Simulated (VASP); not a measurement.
Input of a VASP 6.6.1 run:

File INCAR:

```
PREC = Accurate
ENCUT = 520
EDIFF = 1E-7
ISMEAR = 0
SIGMA = 0.15
LREAL = F
LASPH = T
NELM = 80
ALGO = Normal
ISIF = 2
LWAVE = F
LCHARG = F
GGA = PE
IVDW = 12
NBANDS = 16
```

The input KPOINTS:

```
Automatic mesh
0
Gamma
  22 22 8
```

POSCAR

```
C
1.0
    1.2327689981     -2.0381095414      0.0000000000
    1.2327689981      2.0381095414      0.0000000000
    0.0000000000      0.0000000000      6.7989836842
C
4
Direct
    0.0833101797      0.9166898203      0.7500000000
    0.5833101797      0.4166898203      0.2500000000
    0.9166898203      0.0833101797      0.2500000000
    0.4166898203      0.5833101797      0.7500000000
```

Potentials or basis: VASP PAW PBE potentials, release 64 (C).

Launch:

```sh
$ cat potpaw_PBE.64/C/POTCAR > POTCAR
$ mpirun -np 1 vasp_std > vasp.out
```

Q: What does it give for the pressure?

A: 23.4 GPa.

Q: Estimate the dispersion energy per atom.

A: -0.152 eV.

Q: What does it give for the largest force?

A: 0.898 eV/Å.

Forces in eV/Å, atoms in the order of the input:
```
C    0.000  0.898  0.000
C    0.000  0.898  0.000
C    0.000 -0.898  0.000
C    0.000 -0.898  0.000
```

Caveat: the cell differs from its parent crystal (strain -0.0450 x Voigt [0, 1, 0, 0, 0, 0]); the stress differs along the axes, from -0 to 59 GPa.
